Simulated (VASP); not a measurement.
Ti2AlC, 8 atoms in the cell. Symmetry: P6_3/mmc, No. 194, hexagonal system. Conventional cell: a = 3.101 Å, b = 3.101 Å, c = 13.595 Å, α = 90.00°, β = 90.00°, γ = 120.00°. Within 2.8 Å of Ti (site symmetry 3m) lie 3 C at 2.12 Å. Within 3.8 Å of Al (site symmetry -6m2) lie 6 Ti at 2.89 Å and 6 Al at 3.10 Å. C (site symmetry -3m) has 6 Ti at 2.12 Å within 2.8 Å.  This cell differs from its parent crystal: biaxial strain in the a-b plane: +1.5 %.

```yaml
Program: VASP 6.6.1
Task: single point
Functional: r2SCAN
Potentials_or_basis: VASP PAW PBE potentials, release 64 (Ti_sv, Al, C)
Cutoff: 520 eV
k_mesh: 12 × 12 × 4
Occupations: gaussian, width 0.1 eV
Spin: no spin polarisation
Dipole_correction: no
Further_INCAR_settings: ALGO = Normal; EDIFF = 1e-07; NBANDS = 41
```

Potentials or basis: VASP PAW PBE potentials, release 64 (Ti_sv, Al, C).

Command:

```bash
$ cat potpaw_PBE.64/Ti_sv/POTCAR potpaw_PBE.64/Al/POTCAR potpaw_PBE.64/C/POTCAR > POTCAR
$ cp INCAR.step1 INCAR
$ mpirun -np 1 vasp_std > vasp.out
$ cp INCAR.step2 INCAR
$ mpirun -np 1 vasp_std > vasp.out
```

Hardware: 1 thread of Intel(R) Xeon(R) Platinum 8488C (Sapphire Rapids) (shared host).

Task: How long does it take, and how much memory?

Result: It took 16 min on 1 thread of Intel(R) Xeon(R) Platinum 8488C (Sapphire Rapids), with other jobs on the host, peak memory 0.39 GiB. Counts: k points 57.
